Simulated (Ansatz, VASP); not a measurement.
# Two plane-wave programs on GaN

```
Ga N
1.0
     0.00000    1.72858    1.72858
     1.72858    0.00000    1.72858
     1.72858    1.72858    0.00000
Ga N
1 1
Direct
  0.00000 0.00000 0.00000
  0.50000 0.50000 0.50000
```

Change from the starting cell: volume scaled by 0.55, PAW files.

Alike in both runs: task single point; functional PBEsol; k mesh 17 × 17 × 17; occupations fermi-dirac, width 0.05 eV; no spin polarisation.

|  | VASP | Ansatz |
| --- | --- | --- |
| version | VASP 6.6.1 | Ansatz 0.2.0 |
| potentials or method | VASP PAW PBE potentials, release 64 (Ga_d, N) | PAW with Ansatz's default frozen-core files, scalar-relativistic |
| plane-wave cutoff (eV) | 600 | 420 |
| valence electrons in the cell | 18 | 18 |

Ansatz gave:

* gap on the k mesh at the Fermi level (eV): 5.44
* pressure (GPa): 514.3

Which values does VASP return?

gap on the k mesh at the Fermi level (eV): 5.38; pressure (GPa): 518.5.

VASP's potentials were made for PBE, not for PBEsol. Both programs put the cell under a high pressure, so it lies far from rest at this level.

Noted on VASP's run: the cell as given lies far from equilibrium.
